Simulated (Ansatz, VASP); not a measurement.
## One calculation of Te2Mo, two programs

INCAR

```
  PREC = Accurate
  ENCUT = 450
  EDIFF = 1E-7
  ISMEAR = 0
  SIGMA = 0.02
  LREAL = False
  LASPH = True
  NELM = 120
  ALGO = Normal
  ISIF = 2
  LWAVE = False
  LCHARG = False
  GGA = CA
  IBRION = 2
  NSW = 60
  EDIFFG = -0.008
  GGA_COMPAT = False
  NELMIN = 4
```

KPOINTS

```
regular mesh
0
Gamma
  12 12 2
```

The input POSCAR:

```
Te2Mo
1.0
    3.4665480208      0.0000000000      0.0000000000
   -1.7332740104      3.0021186495      0.0000000000
    0.0000000000      0.0000000000     16.7314198176
Te Mo
2 1
Direct
    0.3333333333      0.6666666667      0.8943937242
    0.3333333333      0.6666666667      0.1056062758
    0.0000000000      0.0000000000      0.0000000000
```

Input for Ansatz:

```yaml
crystal:
  lattice:
    - [3.4665480208, 0.0, 0.0]
    - [-1.7332740104, 3.0021186495, 0.0]
    - [0.0, 0.0, 16.7314198176]
  atoms:
    - { symbol: Te, position: [0.3333333333, 0.6666666667, 0.8943937242] }
    - { symbol: Te, position: [0.3333333333, 0.6666666667, 0.1056062758] }
    - { symbol: Mo, position: [0.0, 0.0, 0.0] }
basis:
  ecutwfc: 420
kpoints:
  mp_grid: { grid: [12, 12, 2] }
hamiltonian:
  xc: lda
scf:
  occupations: { method: gaussian, width: 0.02 }
output:
  forces: true
  stress: true
  eigenvalues: true
relax:
  adjacent_minimum: "off"
  f_tol: 0.008
  max_steps: 40
```

Change from the starting cell: strain along c alone, the other axes held, atoms relaxed: -4.5 %.

Alike in both runs: task relaxation of the atoms; functional LDA; k mesh 12 × 12 × 2; occupations gaussian, width 0.02 eV; no spin polarisation.

|  | VASP | Ansatz |
| --- | --- | --- |
| version | VASP 6.6.1 | Ansatz 0.2.0 |
| potentials or method | VASP PAW LDA potentials, release 64 (Te, Mo_sv), cutoff 450 eV | scalar-relativistic, plane waves, PAW |
| valence electrons in the cell | 26 | 46 |

|  | VASP | Ansatz | Ansatz less VASP |
| --- | --- | --- | --- |
| gap on the k mesh at the Fermi level, each at its own relaxed structure (eV) | 1.25 | 1.24 | -0.005 |

LDA's correlation is that of Perdew and Zunger in VASP and of Perdew and Wang (1992) in Ansatz. VASP's potentials hold 26 valence electrons a cell and Ansatz's 46, so a difference there can come from the potentials and not from the codes. Ansatz's warnings: stress scf threshold loose.

Neither program's run includes spin-orbit coupling.
